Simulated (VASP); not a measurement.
Write the native input for VASP 6.6.1 that does the following.

* Task: single point
* Functional: PBEsol
* Potentials or basis: VASP PAW PBE potentials, release 64 (Sc_sv, B)
* Cutoff: 520 eV
* k mesh: 16 × 16 × 12
* Occupations: fermi-dirac, width 0.05 eV
* Spin: no spin polarisation
* Dipole correction: no
* Further INCAR settings: ALGO = Normal; EDIFF = 1e-07; NBANDS = 16

The structure of ScB2 lies in POSCAR:

```
ScB2
1.0
    3.0830652841      0.0000000000      0.0000000000
   -1.5415326421      2.6700128576      0.0000000000
    0.0000000000      0.0000000000      3.4205408111
Sc B
1 2
Direct
    0.0000000000      0.0000000000      0.0000000000
    0.3333333333      0.6666666667      0.5000000000
    0.6666666667      0.3333333333      0.5000000000
```

The input as run:

INCAR

```
PREC = Accurate ; ENCUT = 520
EDIFF = 1E-7 ; ISMEAR = -1
SIGMA = 0.05 ; LREAL = False
LASPH = True ; NELM = 80
ALGO = Normal ; ISIF = 2
LWAVE = False ; LCHARG = True
GGA = PS ; LELF = True
LVHAR = True ; NBANDS = 16
```

KPOINTS

```
Automatic mesh
0
Gamma
  16 16 12
```

Potentials or basis: VASP PAW PBE potentials, release 64 (Sc_sv, B).

Command:

```bash
$ cat potpaw_PBE.64/Sc_sv/POTCAR potpaw_PBE.64/B/POTCAR > POTCAR
$ mpirun -np 1 vasp_std > vasp.out
```

It gave:

```
Pressure : 10.7 GPa
```

Caveat: the PAW data sets were made with another functional, which shifts forces and pressure a little.

Run time: 30 s on 1 thread of Intel(R) Xeon(R) Platinum 8559C (Emerald Rapids) (shared host), peak memory 0.21 GiB.
